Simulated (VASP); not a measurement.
# Se (R-3m) in VASP: further runs

Aim: see how the results for Se move with the level of theory and the settings. Levels: PBE, r2SCAN. Tasks: single point.

Program: VASP 6.6.1. These are calculated values, not measurements. Logs are shortened: lines on timing, memory, paths and dates and some standing lists are left out, and cuts for length are marked.

### 1 The cell of the first run

The structure is trigonal, space group R-3m (No. 166). The conventional cell has a = 3.850 Å, b = 3.850 Å, c = 2.645 Å, α = 90.00°, β = 90.00°, γ = 120.00°. Se (site symmetry -3m) has 14 Se at 2.39 to 2.84 Å within 3.2 Å.

### 2 Single point, PBE

Contents of INCAR:

```
PREC     = Accurate       # precision mode
ENCUT    = 520            # plane-wave cutoff, eV
EDIFF    = 1E-6           # SCF threshold, eV
ISMEAR   = 1              # smearing method
SIGMA    = 0.05           # smearing width, eV
LREAL    = False          # projectors in reciprocal space
LASPH    = True           # aspherical terms in the spheres
NELM     = 100            # most SCF steps
ALGO     = Normal         # electronic algorithm
ISIF     = 2              # what is computed and relaxed
LWAVE    = False          # write WAVECAR
LCHARG   = False          # write CHGCAR
GGA      = PE             # functional
NBANDS   = 9              # bands
```

Contents of KPOINTS:

```
Automatic mesh
0
Gamma
  14 14 14
```

Contents of POSCAR:

```
Se
1.0
    1.9250000000      1.1113992700      0.8816666700
   -1.9250000000      1.1113992700      0.8816666700
    0.0000000000     -2.2227985400      0.8816666700
Se
1
Direct
    0.0000000000      0.0000000000      0.0000000000
```

Potentials or basis: VASP PAW PBE potentials, release 64 (Se).

The run is started by

```console
$ cat potpaw_PBE.64/Se/POTCAR > POTCAR
$ mpirun -np 1 vasp_std > vasp.out
```

OUTCAR:

```text
PREC = Accurate
   ENCUT = 520
   EDIFF = 1E-6
   ISMEAR = 1
   LREAL = False
   LASPH = True
   NELM = 100
   ISIF = 2
   GGA = PE

 ion  position               nearest neighbor table
   1  0.000  0.000  0.000-

  LATTYP: Found a trigonal (rhomboedric) cell.
 ALAT       =     2.3912694232
 COS(alpha) =    -0.2960878580

  Lattice vectors:

 A1 = (   1.9250000000,   1.1113992700,   0.8816666700)
 A2 = (  -1.9250000000,   1.1113992700,   0.8816666700)
 A3 = (   0.0000000000,  -2.2227985400,   0.8816666700)

Analysis of symmetry for initial positions (statically):
=====================================================================
 Subroutine PRICEL returns:
 Original cell was already a primitive cell.

 Routine SETGRP: Setting up the symmetry group for a
 trigonal (rhombohedral) supercell.

 Subroutine GETGRP returns: Found 12 space group operations
 (whereof 12 operations were pure point group operations)
 out of a pool of 12 trial point group operations.

The static configuration has the point symmetry D_3d.

Analysis of symmetry for dynamics (positions and initial velocities):
=====================================================================
 Subroutine PRICEL returns:
 Original cell was already a primitive cell.

 Routine SETGRP: Setting up the symmetry group for a
 trigonal (rhombohedral) supercell.

 Subroutine GETGRP returns: Found 12 space group operations
 (whereof 12 operations were pure point group operations)
 out of a pool of 12 trial point group operations.

The dynamic configuration has the point symmetry D_3d.

 Subroutine INISYM returns: Found 12 space group operations
 (whereof 12 operations are pure point group operations),
 and found     1 'primitive' translations

----------------------------------------------------------------------------------------

                                     Primitive cell

  volume of cell :      11.3177

  direct lattice vectors                    reciprocal lattice vectors
     1.925000000  1.111399270  0.881666670     0.259740260  0.149961109  0.378071832
    -1.925000000  1.111399270  0.881666670    -0.259740260  0.149961109  0.378071832
     0.000000000 -2.222798540  0.881666670     0.000000000 -0.299922217  0.378071832

  length of vectors
     2.391269423  2.391269423  2.391269426     0.482588486  0.482588486  0.482588486

  position of ions in fractional coordinates (direct lattice)
     0.000000000  0.000000000  0.000000000
[... 72 lines left out ...]
   LSORBIT =      F    spin-orbit coupling
   LASPH  =      T    aspherical Exc in radial PAW
   ENCUT  =  520.0 eV  38.22 Ry    6.18 a.u.   4.45  4.45  4.45*2*pi/ulx,y,z
   NELM   =    100;   NELMIN=  2; NELMDL= -5     # of ELM steps
   EDIFF  = 0.1E-05   stopping-criterion for ELM
   LREAL  =      F    real-space projection
[... 7 lines left out ...]
   TEBEG  =    0.0;   TEEND  =   0.0 temperature during run
   PSTRESS=    0.0 pullay stress
   NELECT =       6.0000    total number of electrons
   NUPDOWN=      -1.0000    fix difference up-down
   EMIN   =  10.00;   EMAX   =-10.00  energy-range for DOS
   EFERMI =   0.00;   METHOD = LEGACY
   ISMEAR =     1;   SIGMA  =   0.05  broadening in eV -4-tet -1-fermi 0-gaus
   EFERMI_NEDOS =   21; number of points for ismear=-14 and -15
   IALGO  =     38    algorithm
   IMIX   =      4    mixing-type and parameters
     AMIX     =   0.40;   BMIX     =  1.00
     AMIX_MAG =   1.60;   BMIX_MAG =  1.00
  volume/ion in A,a.u.               =      11.32        76.38
  Fermi-wavevector in a.u.,A,eV,Ry     =   1.324971  2.503832 23.885687  1.755548
  Thomas-Fermi vector in A             =   2.454466
   LORBIT       =      0    0 simple, 1 ext, 2 COOP (PROOUT), +10 PAW based schemes
   GGA     = PE    functional components
   LHFCALC =     F    Hartree Fock is set to
   AEXX    =    0.0000 exact exchange contribution
   IVDW    =     0    specifies the selected vdW correction
   LEPSILON=     F    determine dielectric tensor
   LRPA    =     F    only Hartree local field effects (RPA)
 non-spin polarized calculation
 Methfessel and Paxton  Order N= 1 SIGMA  =   0.05
  energy-cutoff  :      520.00
  volume of cell :       11.32
 maximum number of plane-waves:       317
 NGX is ok and might be reduce to    18
   NGX =  9   NGY =  9   NGZ =  9

 number of electron       6.0000000 magnetization

 Free energy of the ion-electron system (eV)
  ---------------------------------------------------
  ext. energy  EPLUGINS =         0.00000000
  ---------------------------------------------------
  free energy    TOTEN  =        -0.26515099 eV

  energy without entropy =       -0.26511032  energy(sigma->0) =       -0.26513743

 E-fermi :  14.9455     XC(G=0): -13.4428

 val. band max:       14.9339544100   @ k =   0.5000   0.5000   0.2143
 cond. band min:      14.9487897788   @ k =  -0.2857   0.3571   0.2143
 fundamental gap:      0.0148353688
 Fermi energy:        14.9455099679

 k-point     1 :       0.0000    0.0000    0.0000
  band No.  band energies     occupation
      1      -8.7836      2.00000
      2      20.3961      0.00000
      3      22.6655      0.00000
      4      22.6655      0.00000
      5      27.2656      0.00000
      6      27.2656      0.00000
      7      29.7216      0.00000
      8      33.3939      0.00000
      9      33.3943      0.00000
[... 265 lines left out ...]
 k-point    24 :       0.2857    0.1429   -0.0000
  band No.  band energies     occupation
      1      -4.1817      2.00000
      2       7.0399      2.00000
      3      12.5845      2.00000
      4      17.8492      0.00000
      5      26.0185      0.00000
      6      29.7103      0.00000
      7      32.9340      0.00000
      8      40.0456      0.00000
      9      41.1692      0.00000

 [... further k-points ...]

------------------------ aborting loop because EDIFF is reached ----------------------------------------

  FORCE on cell =-STRESS in cart. coord.  units (eV):
  Direction    XX          YY          ZZ          XY          YZ          ZX
  --------------------------------------------------------------------------------------
  -------------------------------------------------------------------------------------
  Total       11.4223972     11.4223973     11.1801254      0.0000000      0.0000000      0.0000000
  in kB     1617.0048649   1617.0048702   1582.7078036      0.0000000      0.0000000      0.0000000
  external PRESSURE =    1605.5725129 kB  Pullay stress =       0.0000000 kB

 VOLUME and BASIS-vectors are now :
 -----------------------------------------------------------------------------
  energy-cutoff  :      520.00
  volume of cell :       11.32
      direct lattice vectors                 reciprocal lattice vectors
     1.925000000  1.111399270  0.881666670     0.259740260  0.149961109  0.378071832
    -1.925000000  1.111399270  0.881666670    -0.259740260  0.149961109  0.378071832
     0.000000000 -2.222798540  0.881666670     0.000000000 -0.299922217  0.378071832

 POSITION                                       TOTAL-FORCE (eV/Angst)
 -----------------------------------------------------------------------------------
      0.00000      0.00000      0.00000         0.000000      0.000000     -0.000000
 -----------------------------------------------------------------------------------
    total drift:                               -0.000000      0.000000      0.000000

  FREE ENERGIE OF THE ION-ELECTRON SYSTEM (eV)
  ---------------------------------------------------
  free  energy   TOTEN  =        -0.2651509899 eV

  energy  without entropy=       -0.2651103204  energy(sigma->0) =       -0.26513743
```

stdout:

```text
POSCAR found type information on POSCAR Se
 POSCAR found :  1 types and       1 ions
 scaLAPACK will be used
 LDA part: xc-table for (Slater+PW92), standard interpolation
 POSCAR, INCAR and KPOINTS ok, starting setup
 FFT: planning ... GRIDC
 FFT: planning ... GRID_SOFT
 FFT: planning ... GRID
 WAVECAR not read
 entering main loop
```

Run time: 8 s. Hardware: 1 thread of Intel Xeon 6975P-C (Granite Rapids), shared host; peak memory 0.14 GiB.

What came out:

```yaml
Free_energy: -0.2652 eV
Pressure: 160.6 GPa
Band_gap_on_the_k_mesh: zero (band 3 reaches 22.67 eV, above the bottom of band 4 at 8.44 eV)
```

Levels at points of the mesh, in eV from the Fermi level:
```csv
k point,band 1,band 2,band 3,band 4,band 5,band 6,band 7,band 8
"(0.00, 0.00, 0.00)",-23.73,5.45,7.72,7.72,12.32,12.32,14.78,18.45
"(0.50, 0.00, 0.00)",-16.46,-13.31,1.61,4.50,7.63,9.15,23.66,25.35
"(0.50, 0.50, 0.00)",-14.49,-12.77,-1.53,4.75,4.77,9.58,20.60,21.97
"(0.50, 0.50, 0.50)",-7.84,-6.90,-6.90,-5.00,0.48,0.48,24.71,24.83
```

### 3 Single point, r2SCAN

POSCAR is that of step 2.

Contents of INCAR.step1:

```
SYSTEM = Se
PREC     = Accurate       ! precision mode
ENCUT    = 520            ! plane-wave cutoff, eV
ISMEAR   = 1              ! smearing method
SIGMA    = 0.05           ! smearing width, eV
LREAL    = .False.        ! projectors in reciprocal space
LASPH    = .True.         ! aspherical terms in the spheres
NELM     = 100            ! most SCF steps
NBANDS   = 9              ! bands
GGA      = PE             ! functional
ALGO     = Normal         ! electronic algorithm
EDIFF    = 1E-4           ! SCF threshold, eV
LWAVE    = .True.         ! write WAVECAR
LCHARG   = .False.        ! write CHGCAR
```

Contents of INCAR.step2:

```
SYSTEM = Se
PREC     = Accurate       ! precision mode
ENCUT    = 520            ! plane-wave cutoff, eV
EDIFF    = 1E-6           ! SCF threshold, eV
ISMEAR   = 1              ! smearing method
SIGMA    = 0.05           ! smearing width, eV
LREAL    = .False.        ! projectors in reciprocal space
LASPH    = .True.         ! aspherical terms in the spheres
NELM     = 100            ! most SCF steps
ALGO     = Normal         ! electronic algorithm
ISIF     = 2              ! what is computed and relaxed
LWAVE    = .False.        ! write WAVECAR
LCHARG   = .False.        ! write CHGCAR
METAGGA  = R2SCAN         ! meta-GGA
LMIXTAU  = .True.       
NBANDS   = 9              ! bands
ISTART   = 1
```

Contents of KPOINTS:

```
Automatic mesh
0
Gamma
  14 14 14
  0 0 0
```

Potentials or basis: VASP PAW PBE potentials, release 64 (Se).

The run is started by

```console
$ cat potpaw_PBE.64/Se/POTCAR > POTCAR
$ cp INCAR.step1 INCAR
$ mpirun -np 1 vasp_std > vasp.out
$ cp INCAR.step2 INCAR
$ mpirun -np 1 vasp_std > vasp.out
```

It took 32 s on 1 thread of Intel Xeon 6975P-C (Granite Rapids), shared host; peak memory 0.14 GiB.

The run converged. Its results:

| Quantity | Value |
| --- | --- |
| Free energy | -10.9274 eV |
| Pressure | 161.9 GPa |
| Band gap on the k mesh | zero (band 3 reaches 22.95 eV, above the bottom of band 4 at 8.11 eV) |

Stress tensor (GPa, compression positive):
```
161.51   0.00   0.00
  0.00 161.51   0.00
  0.00   0.00 162.83
```

Levels at points of the mesh, in eV from the Fermi level:
| k point | band 1 | band 2 | band 3 | band 4 | band 5 | band 6 |
| --- | --- | --- | --- | --- | --- | --- |
| (0.00, 0.00, 0.00) | -24.84 | 5.52 | 7.99 | 7.99 | 12.68 | 12.68 |
| (0.50, 0.00, 0.00) | -17.25 | -13.95 | 1.49 | 4.76 | 7.86 | 9.76 |
| (0.50, 0.50, 0.00) | -15.17 | -13.40 | -1.80 | 4.98 | 5.07 | 10.03 |
| (0.50, 0.50, 0.50) | -8.08 | -7.42 | -7.42 | -5.42 | 0.74 | 0.74 |

Caveat: the PAW data sets were made with another functional, which shifts forces and pressure a little.
